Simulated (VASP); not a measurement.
# ZnSe (P4/nmm) in VASP: further runs

ZnSe is run at these levels: PBEsol; tasks: single point.

All numbers are computed with VASP 6.6.1; they aren't measurements. Logs are shortened: lines on timing, memory, paths and dates and some standing lists are left out, and cuts for length are marked.

**1. The cell of the first run**

Symmetry: P4/nmm, No. 129, tetragonal system. Conventional cell: a = 3.963 Å, b = 3.963 Å, c = 5.441 Å, α = 90.00°, β = 90.00°, γ = 90.00°. Within 3.2 Å of Zn (site symmetry -4m2) lie 4 Se at 2.46 Å and 4 Zn at 2.80 Å. Se (site symmetry 4mm) has 4 Zn at 2.46 Å within 3.2 Å.

**2. Single point, PBEsol**

The input, INCAR:

```
SYSTEM = ZnSe
PREC = Accurate
ENCUT = 520
EDIFF = 1E-6
ISMEAR = 0
SIGMA = 0.05
LREAL = .False.
LASPH = .True.
NELM = 100
ALGO = Normal
ISIF = 2
LWAVE = .False.
LCHARG = .False.
GGA = PS
NBANDS = 26
```

The input, KPOINTS:

```
Automatic mesh
0
Gamma
  8 8 6
  0 0 0
```

The input, POSCAR:

```
ZnSe
1.0
    3.9625030235      0.0000000000      0.0000000000
    0.0000000000      3.9625030235      0.0000000000
    0.0000000000      0.0000000000      5.4412877586
Zn Se
2 2
Direct
    0.0000000000      0.0000000000      0.0000000000
    0.5000000000      0.5000000000      0.0000000000
    0.0000000000      0.5000000000      0.2681677050
    0.5000000000      0.0000000000      0.7318322950
```

Potentials or basis: VASP PAW PBE potentials, release 64 (Zn, Se).

Command:

```
$ cat potpaw_PBE.64/Zn/POTCAR potpaw_PBE.64/Se/POTCAR > POTCAR
$ mpirun -np 1 vasp_std > vasp.out
```

OUTCAR:

```text
SYSTEM = ZnSe
   PREC = Accurate
   ENCUT = 520
   EDIFF = 1E-6
   ISMEAR = 0
   LREAL = .False.
   LASPH = .True.
   NELM = 100
   ISIF = 2
   GGA = PS

 ion  position               nearest neighbor table
   1  0.000  0.000  0.000-   3 2.46   4 2.46   3 2.46   4 2.46   2 2.80   2 2.80   2 2.80   2 2.80

   2  0.500  0.500  0.000-   3 2.46   4 2.46   4 2.46   3 2.46   1 2.80   1 2.80   1 2.80   1 2.80

   3  0.000  0.500  0.268-   1 2.46   2 2.46   1 2.46   2 2.46
   4  0.500  0.000  0.732-   1 2.46   2 2.46   2 2.46   1 2.46

  LATTYP: Found a simple tetragonal cell.
 ALAT       =     3.9625030235
 C/A-ratio  =     1.3731946011

  Lattice vectors:

 A1 = (   3.9625030235,   0.0000000000,   0.0000000000)
 A2 = (   0.0000000000,   3.9625030235,   0.0000000000)
 A3 = (   0.0000000000,   0.0000000000,   5.4412877586)

Analysis of symmetry for initial positions (statically):
=====================================================================
 Subroutine PRICEL returns:
 Original cell was already a primitive cell.

 Routine SETGRP: Setting up the symmetry group for a
 simple tetragonal supercell.

 Subroutine GETGRP returns: Found 16 space group operations
 (whereof  8 operations were pure point group operations)
 out of a pool of 16 trial point group operations.

The static configuration has the point symmetry D_2d.
 The point group associated with its full space group is D_4h.

Analysis of symmetry for dynamics (positions and initial velocities):
=====================================================================
 Subroutine PRICEL returns:
 Original cell was already a primitive cell.

 Routine SETGRP: Setting up the symmetry group for a
 simple tetragonal supercell.

 Subroutine GETGRP returns: Found 16 space group operations
 (whereof  8 operations were pure point group operations)
 out of a pool of 16 trial point group operations.

The dynamic configuration has the point symmetry D_2d.
 The point group associated with its full space group is D_4h.

 Subroutine INISYM returns: Found 16 space group operations
 (whereof  8 operations are pure point group operations),
 and found     1 'primitive' translations

----------------------------------------------------------------------------------------

                                     Primitive cell

  volume of cell :      85.4360

  direct lattice vectors                    reciprocal lattice vectors
     3.962503024  0.000000000  0.000000000     0.252365738  0.000000000  0.000000000
     0.000000000  3.962503024  0.000000000     0.000000000  0.252365738  0.000000000
     0.000000000  0.000000000  5.441287759     0.000000000  0.000000000  0.183780025

  length of vectors
     3.962503024  3.962503024  5.441287759     0.252365738  0.252365738  0.183780025

  position of ions in fractional coordinates (direct lattice)
     0.000000000  0.000000000  0.000000000
     0.500000000  0.500000000  0.000000000
     0.000000000  0.500000000  0.268167705
     0.500000000  0.000000000  0.731832295

  ion indices of the primitive-cell ions
   primitive index   ion index
                 1           1
                 2           2
                 3           3
                 4           4

----------------------------------------------------------------------------------------

 KPOINTS: Automatic mesh

Automatic generation of k-mesh.
 Grid dimensions read from file:
 generate k-points for:    8    8    6

 Generating k-lattice:

  Cartesian coordinates                     Fractional coordinates (reciprocal lattice)
     0.031545717  0.000000000  0.000000000     0.125000000  0.000000000  0.000000000
     0.000000000  0.031545717  0.000000000     0.000000000  0.125000000  0.000000000
     0.000000000  0.000000000  0.030630004     0.000000000  0.000000000  0.166666667

  Length of vectors
     0.031545717  0.031545717  0.030630004

  Shift w.r.t. Gamma in fractional coordinates (k-lattice)
     0.000000000  0.000000000  0.000000000

 Subroutine IBZKPT returns following result:
 ===========================================

 Found     60 irreducible k-points:

 Following reciprocal coordinates:
            Coordinates               Weight
  0.000000  0.000000  0.000000      1.000000
  0.125000  0.000000  0.000000      4.000000
  0.250000  0.000000  0.000000      4.000000
  0.375000  0.000000  0.000000      4.000000
  0.500000  0.000000  0.000000      2.000000
  0.125000  0.125000  0.000000      4.000000
[... 16 lines left out ...]
  0.375000  0.125000  0.166667     16.000000
  0.500000  0.125000  0.166667      8.000000
 [... further k-points ...]
   k-points           NKPTS =     60   k-points in BZ     NKDIM =     60   number of bands    NBANDS=     26
   number of dos      NEDOS =    301   number of ions     NIONS =      4
   total plane-waves  NPLWV =  36000
   dimension x,y,z NGX =    30 NGY =   30 NGZ =   40
   dimension x,y,z NGXF=    60 NGYF=   60 NGZF=   80
   ions per type =               2   2
   NGX,Y,Z   is equivalent  to a cutoff of  12.59, 12.59, 12.22 a.u.
   NGXF,Y,Z  is equivalent  to a cutoff of  25.17, 25.17, 24.44 a.u.
 SYSTEM =  ZnSe
   PREC   = accura    normal or accurate (medium, high low for compatibility)
   ISTART =      0    job   : 0-new  1-cont  2-samecut
   ICHARG =      2    charge: 1-file 2-atom 10-const
   ISPIN  =      1    spin polarized calculation?
   LNONCOLLINEAR =      F non collinear calculations
   LSORBIT =      F    spin-orbit coupling
   LASPH  =      T    aspherical Exc in radial PAW
   ENCUT  =  520.0 eV  38.22 Ry    6.18 a.u.   7.37  7.37 10.12*2*pi/ulx,y,z
   NELM   =    100;   NELMIN=  2; NELMDL= -5     # of ELM steps
   EDIFF  = 0.1E-05   stopping-criterion for ELM
   LREAL  =      F    real-space projection
   EDIFFG = 0.1E-04   stopping-criterion for IOM
   NSW    =      0    number of steps for IOM
   IBRION =     -1    ionic relax: 0-MD 1-quasi-New 2-CG
   NFREE  =      0    steps in history (QN), initial steepest desc. (CG)
   ISIF   =      2    stress and relaxation
   ISYM   =      2    0-nonsym 1-usesym 2-fastsym
   POTIM  = 0.5000    time-step for ionic-motion
   TEBEG  =    0.0;   TEEND  =   0.0 temperature during run
   PSTRESS=    0.0 pullay stress
   NELECT =      36.0000    total number of electrons
   NUPDOWN=      -1.0000    fix difference up-down
   EMIN   =  10.00;   EMAX   =-10.00  energy-range for DOS
   EFERMI =   0.00;   METHOD = LEGACY
   ISMEAR =     0;   SIGMA  =   0.05  broadening in eV -4-tet -1-fermi 0-gaus
   EFERMI_NEDOS =   21; number of points for ismear=-14 and -15
   IALGO  =     38    algorithm
   IMIX   =      4    mixing-type and parameters
     AMIX     =   0.40;   BMIX     =  1.00
     AMIX_MAG =   1.60;   BMIX_MAG =  1.00
  volume/ion in A,a.u.               =      21.36       144.14
  Fermi-wavevector in a.u.,A,eV,Ry     =   1.227332  2.319321 20.495049  1.506344
  Thomas-Fermi vector in A             =   2.362299
   LORBIT       =      0    0 simple, 1 ext, 2 COOP (PROOUT), +10 PAW based schemes
   GGA     = PS    functional components
   LHFCALC =     F    Hartree Fock is set to
   AEXX    =    0.0000 exact exchange contribution
   IVDW    =     0    specifies the selected vdW correction
   LEPSILON=     F    determine dielectric tensor
   LRPA    =     F    only Hartree local field effects (RPA)
 non-spin polarized calculation
 Gauss-broadening in eV      SIGMA  =   0.05
  energy-cutoff  :      520.00
  volume of cell :       85.44
 maximum number of plane-waves:      2349
 NGX is ok and might be reduce to    30
   NGX = 15   NGY = 15   NGZ = 21

 number of electron      36.0000025 magnetization

 Free energy of the ion-electron system (eV)
  ---------------------------------------------------
  ext. energy  EPLUGINS =         0.00000000
  ---------------------------------------------------
  free energy    TOTEN  =       -12.84245542 eV

  energy without entropy =      -12.84245542  energy(sigma->0) =      -12.84245542

 E-fermi :   2.2952     XC(G=0):  -9.8028

 val. band max:        2.0550718938   @ k =   0.0000   0.0000   0.0000
 cond. band min:       3.8675517711   @ k =   0.0000   0.0000   0.0000
 fundamental gap:      1.8124798773
 Fermi energy:         2.2952117270

 k-point     1 :       0.0000    0.0000    0.0000
  band No.  band energies     occupation
      1     -11.7520      2.00000
      2     -10.4007      2.00000
      3      -5.2740      2.00000
      4      -5.2046      2.00000
      5      -5.1015      2.00000
      6      -5.1015      2.00000
[... 18 lines left out ...]
     25      12.5787      0.00000
     26      12.9508      0.00000

 k-point     2 :       0.1250    0.0000    0.0000
  band No.  band energies     occupation
      1     -11.6710      2.00000
      2     -10.4058      2.00000
      3      -5.2239      2.00000
      4      -5.1947      2.00000
      5      -5.0932      2.00000
      6      -5.0658      2.00000
[... 18 lines left out ...]
     25      11.3773      0.00000
     26      11.8921      0.00000

 k-point     3 :       0.2500    0.0000    0.0000
  band No.  band energies     occupation
      1     -11.4452      2.00000
      2     -10.4436      2.00000
      3      -5.1511      2.00000
      4      -5.0928      2.00000
      5      -5.0534      2.00000
      6      -4.9764      2.00000
[... 18 lines left out ...]
     25      10.0860      0.00000
     26      10.8746      0.00000

 k-point     4 :       0.3750    0.0000    0.0000
  band No.  band energies     occupation
      1     -11.1281      2.00000
      2     -10.5659      2.00000
      3      -5.0638      2.00000
      4      -4.9654      2.00000
      5      -4.9083      2.00000
      6      -4.8948      2.00000
[... 18 lines left out ...]
     25      10.1150      0.00000
     26      10.1152      0.00000
[... 496 lines left out ...]
      1     -11.3248      2.00000
      2     -10.4871      2.00000
      3      -5.2468      2.00000
      4      -5.0463      2.00000
      5      -4.9763      2.00000
      6      -4.9562      2.00000
[... 18 lines left out ...]
     25       9.1090      0.00000
     26      11.4323      0.00000

 k-point    23 :       0.3750    0.1250    0.1667
  band No.  band energies     occupation
      1     -11.0341      2.00000
      2     -10.5630      2.00000
      3      -5.1820      2.00000
      4      -4.9356      2.00000
      5      -4.8941      2.00000
      6      -4.8607      2.00000
[... 18 lines left out ...]
     25      10.5502      0.00000
     26      11.1380      0.00000

 k-point    24 :       0.5000    0.1250    0.1667
  band No.  band energies     occupation
      1     -10.7526      2.00000
      2     -10.7526      2.00000
      3      -5.0367      2.00000
      4      -5.0367      2.00000
      5      -4.8188      2.00000
      6      -4.8188      2.00000
[... 18 lines left out ...]
     25      10.9285      0.00000
     26      10.9285      0.00000

 [... further k-points ...]
[... 5 lines left out ...]
  --------------------------------------------------------------------------------------
  -------------------------------------------------------------------------------------
  Total        2.0531865      2.0531865      1.9108299      0.0000000      0.0000000      0.0000000
  in kB       38.5033112     38.5033112     35.8337035      0.0000000      0.0000000      0.0000000
  external PRESSURE =      37.6134420 kB  Pullay stress =       0.0000000 kB

 VOLUME and BASIS-vectors are now :
 -----------------------------------------------------------------------------
  energy-cutoff  :      520.00
  volume of cell :       85.44
      direct lattice vectors                 reciprocal lattice vectors
     3.962503024  0.000000000  0.000000000     0.252365738  0.000000000  0.000000000
     0.000000000  3.962503024  0.000000000     0.000000000  0.252365738  0.000000000
     0.000000000  0.000000000  5.441287759     0.000000000  0.000000000  0.183780025

 POSITION                                       TOTAL-FORCE (eV/Angst)
 -----------------------------------------------------------------------------------
      0.00000      0.00000      0.00000         0.000000     -0.000000      0.000000
      1.98125      1.98125      0.00000        -0.000000      0.000000      0.000000
      0.00000      1.98125      1.45918         0.000000      0.000000      0.586339
      1.98125      0.00000      3.98211        -0.000000      0.000000     -0.586339
 -----------------------------------------------------------------------------------
    total drift:                                0.000000      0.000000      0.000000

  FREE ENERGIE OF THE ION-ELECTRON SYSTEM (eV)
  ---------------------------------------------------
  free  energy   TOTEN  =       -12.8424554161 eV

  energy  without entropy=      -12.8424554161  energy(sigma->0) =      -12.84245542
```

It took 47 s on 1 thread of Intel Xeon 6975P-C (Granite Rapids), shared host; peak memory 0.25 GiB.

What came out:

```
Free energy            : -12.8425 eV
Pressure               : 3.8 GPa
Largest force          : 0.586 eV/Å
Band gap on the k mesh : 1.81 eV, direct
```

Forces on the atoms (eV/Å):
```
Zn   0.000  0.000  0.000
Zn   0.000  0.000  0.000
Se   0.000  0.000  0.586
Se   0.000  0.000 -0.586
```

Caveat: the PAW data sets were made with another functional, which shifts forces and pressure a little. Expect the measured gap to be larger: semilocal functionals such as PBEsol lack the derivative discontinuity.

(Part 1 of 3 ends here.)
